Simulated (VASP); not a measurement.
# Sb (Pm-3m) in VASP: notebook

Sb is run at these levels: LDA, PBE, PBE0+D3(BJ), BLYP; tasks: single point.

Program: VASP 6.6.1. These are calculated values, not measurements. Logs are shortened: lines on timing, memory, paths and dates and some standing lists are left out, and cuts for length are marked.

## (1) The cell of the first run

Symmetry: Pm-3m, No. 221, cubic system. Conventional cell: a = 3.160 Å, b = 3.160 Å, c = 3.160 Å, α = 90.00°, β = 90.00°, γ = 90.00°. Sb (site symmetry m-3m) has 6 Sb at 3.16 Å within 4.2 Å.

## (2) Single point, LDA

Input file INCAR:

```
PREC = Accurate ; ENCUT = 500
EDIFF = 1E-6 ; ISMEAR = -5
SIGMA = 0.05 ; LREAL = False
LASPH = True ; NELM = 120
ALGO = Normal ; ISIF = 2
LWAVE = False ; LCHARG = True
LELF = True ; LVHAR = True
NBANDS = 8 ; GGA_COMPAT = False
```

Input file KPOINTS:

```
Automatic mesh
0
Gamma
  8 8 8
```

Input file POSCAR:

```
Sb
1.0
    3.1600000000      0.0000000000      0.0000000000
    0.0000000000      3.1600000000      0.0000000000
    0.0000000000      0.0000000000      3.1600000000
Sb
1
Direct
    0.0000000000      0.0000000000      0.0000000000
```

Potentials or basis: VASP PAW LDA potentials, release 64 (Sb).

Run with:

```console
cat potpaw_LDA.64/Sb/POTCAR > POTCAR
mpirun -np 1 vasp_std > vasp.out
```

OUTCAR:

```text
PREC = Accurate
   ENCUT = 500
   EDIFF = 1E-6
   ISMEAR = -5
   LREAL = False
   LASPH = True
   NELM = 120
   ISIF = 2

 ion  position               nearest neighbor table
   1  0.000  0.000  0.000-

  LATTYP: Found a simple cubic cell.
 ALAT       =     3.1600000000

  Lattice vectors:

 A1 = (   3.1600000000,   0.0000000000,   0.0000000000)
 A2 = (   0.0000000000,   3.1600000000,   0.0000000000)
 A3 = (   0.0000000000,   0.0000000000,   3.1600000000)

Analysis of symmetry for initial positions (statically):
=====================================================================
 Subroutine PRICEL returns:
 Original cell was already a primitive cell.

 Routine SETGRP: Setting up the symmetry group for a
 simple cubic supercell.

 Subroutine GETGRP returns: Found 48 space group operations
 (whereof 48 operations were pure point group operations)
 out of a pool of 48 trial point group operations.

The static configuration has the point symmetry O_h .

Analysis of symmetry for dynamics (positions and initial velocities):
=====================================================================
 Subroutine PRICEL returns:
 Original cell was already a primitive cell.

 Routine SETGRP: Setting up the symmetry group for a
 simple cubic supercell.

 Subroutine GETGRP returns: Found 48 space group operations
 (whereof 48 operations were pure point group operations)
 out of a pool of 48 trial point group operations.

The dynamic configuration has the point symmetry O_h .

 Subroutine INISYM returns: Found 48 space group operations
 (whereof 48 operations are pure point group operations),
 and found     1 'primitive' translations

----------------------------------------------------------------------------------------

                                     Primitive cell

  volume of cell :      31.5545

  direct lattice vectors                    reciprocal lattice vectors
     3.160000000  0.000000000  0.000000000     0.316455696  0.000000000  0.000000000
     0.000000000  3.160000000  0.000000000     0.000000000  0.316455696  0.000000000
     0.000000000  0.000000000  3.160000000     0.000000000  0.000000000  0.316455696

  length of vectors
     3.160000000  3.160000000  3.160000000     0.316455696  0.316455696  0.316455696

  position of ions in fractional coordinates (direct lattice)
[... 73 lines left out ...]
   ISPIN  =      1    spin polarized calculation?
   LNONCOLLINEAR =      F non collinear calculations
   LSORBIT =      F    spin-orbit coupling
   LASPH  =      T    aspherical Exc in radial PAW
   ENCUT  =  500.0 eV  36.75 Ry    6.06 a.u.   5.76  5.76  5.76*2*pi/ulx,y,z
   NELM   =    120;   NELMIN=  2; NELMDL= -5     # of ELM steps
   EDIFF  = 0.1E-05   stopping-criterion for ELM
   LREAL  =      F    real-space projection
   EDIFFG = 0.1E-04   stopping-criterion for IOM
   NSW    =      0    number of steps for IOM
   IBRION =     -1    ionic relax: 0-MD 1-quasi-New 2-CG
   NFREE  =      0    steps in history (QN), initial steepest desc. (CG)
   ISIF   =      2    stress and relaxation
   ISYM   =      2    0-nonsym 1-usesym 2-fastsym
   POTIM  = 0.5000    time-step for ionic-motion
   TEBEG  =    0.0;   TEEND  =   0.0 temperature during run
   PSTRESS=    0.0 pullay stress
   NELECT =       5.0000    total number of electrons
   NUPDOWN=      -1.0000    fix difference up-down
   EMIN   =  10.00;   EMAX   =-10.00  energy-range for DOS
   EFERMI =   0.00;   METHOD = LEGACY
   ISMEAR =    -5;   SIGMA  =   0.05  broadening in eV -4-tet -1-fermi 0-gaus
   EFERMI_NEDOS =   21; number of points for ismear=-14 and -15
   IALGO  =     38    algorithm
   IMIX   =      4    mixing-type and parameters
     AMIX     =   0.40;   BMIX     =  1.00
     AMIX_MAG =   1.60;   BMIX_MAG =  1.00
  volume/ion in A,a.u.               =      31.55       212.94
  Fermi-wavevector in a.u.,A,eV,Ry     =   0.885886  1.674081 10.677766  0.784794
  Thomas-Fermi vector in A             =   2.006979
   LORBIT       =      0    0 simple, 1 ext, 2 COOP (PROOUT), +10 PAW based schemes
   GGA     = CA    functional components
   LHFCALC =     F    Hartree Fock is set to
   AEXX    =    0.0000 exact exchange contribution
   IVDW    =     0    specifies the selected vdW correction
   LEPSILON=     F    determine dielectric tensor
   LRPA    =     F    only Hartree local field effects (RPA)
 non-spin polarized calculation
 Fermi weights with tetrahedron method with Bloechl corrections
  energy-cutoff  :      500.00
  volume of cell :       31.55
 maximum number of plane-waves:       840
 NGX is ok and might be reduce to    24
   NGX = 11   NGY = 11   NGZ = 11

 number of electron       5.0000001 magnetization

 Free energy of the ion-electron system (eV)
  ---------------------------------------------------
  ext. energy  EPLUGINS =         0.00000000
  ---------------------------------------------------
  free energy    TOTEN  =        -4.73606230 eV

  energy without entropy =       -4.73606230  energy(sigma->0) =       -4.73606230

 E-fermi :   6.2792     XC(G=0):  -9.5688

 val. band max:        6.5431006813   @ k =   0.3750   0.2500   0.2500
 cond. band min:       6.4359492419   @ k =   0.2500   0.2500   0.2500
 fundamental gap:     -0.1071514394
 Fermi energy:         6.2791720750

 k-point     1 :       0.0000    0.0000    0.0000
  band No.  band energies     occupation
      1      -5.6884      2.00000
      2       9.3818      0.00000
      3       9.3818      0.00000
      4       9.3818      0.00000
      5      13.1489      0.00000
      6      13.1489      0.00000
      7      14.1494      0.00000
      8      22.5513      0.00000
[... 243 lines left out ...]
 k-point    24 :       0.5000    0.3750    0.1250
  band No.  band energies     occupation
      1      -1.5343      2.00000
      2       2.8199      2.00000
      3       4.3023      2.11953
      4       9.7275      0.00000
      5      10.8513      0.00000
      6      15.8298      0.00000
      7      17.0629      0.00000
      8      19.4971      0.00000

 [... further k-points ...]
[... 5 lines left out ...]
  --------------------------------------------------------------------------------------
  -------------------------------------------------------------------------------------
  Total       -1.2241852     -1.2241852     -1.2241852     -0.0000000     -0.0000000     -0.0000000
  in kB      -62.1579171    -62.1579171    -62.1579171     -0.0000000     -0.0000000     -0.0000000
  external PRESSURE =     -62.1579171 kB  Pullay stress =       0.0000000 kB

 VOLUME and BASIS-vectors are now :
 -----------------------------------------------------------------------------
  energy-cutoff  :      500.00
  volume of cell :       31.55
      direct lattice vectors                 reciprocal lattice vectors
     3.160000000  0.000000000  0.000000000     0.316455696  0.000000000  0.000000000
     0.000000000  3.160000000  0.000000000     0.000000000  0.316455696  0.000000000
     0.000000000  0.000000000  3.160000000     0.000000000  0.000000000  0.316455696

 POSITION                                       TOTAL-FORCE (eV/Angst)
 -----------------------------------------------------------------------------------
      0.00000      0.00000      0.00000         0.000000      0.000000      0.000000
 -----------------------------------------------------------------------------------
    total drift:                               -0.000000      0.000000      0.000000

  FREE ENERGIE OF THE ION-ELECTRON SYSTEM (eV)
  ---------------------------------------------------
  free  energy   TOTEN  =        -4.7360622977 eV

  energy  without entropy=       -4.7360622977  energy(sigma->0) =       -4.73606230
```

Wall time 4.9 s (1 thread of Intel Xeon 6975P-C (Granite Rapids), shared host); peak memory 0.12 GiB.

What came out:

- Free energy: -4.7361 eV
- Pressure: -6.2 GPa

Levels at points of the mesh, in eV from the Fermi level:
| k point | band 1 | band 2 | band 3 | band 4 | band 5 | band 6 |
| --- | --- | --- | --- | --- | --- | --- |
| (0.00, 0.00, 0.00) | -11.97 | 3.10 | 3.10 | 3.10 | 6.87 | 6.87 |
| (0.50, 0.00, 0.00) | -9.76 | -5.16 | 4.91 | 4.91 | 8.75 | 10.43 |
| (0.50, 0.50, 0.00) | -7.46 | -3.25 | -3.25 | 2.42 | 6.70 | 12.08 |
| (0.50, 0.50, 0.50) | -4.93 | -1.48 | -1.48 | -1.48 | 4.94 | 4.94 |

Caveat: spin-orbit coupling is left out, which moves the levels of the heavy elements; tetrahedron occupations give inexact forces and stress in metals.

(Part 1 of 2 ends here.)
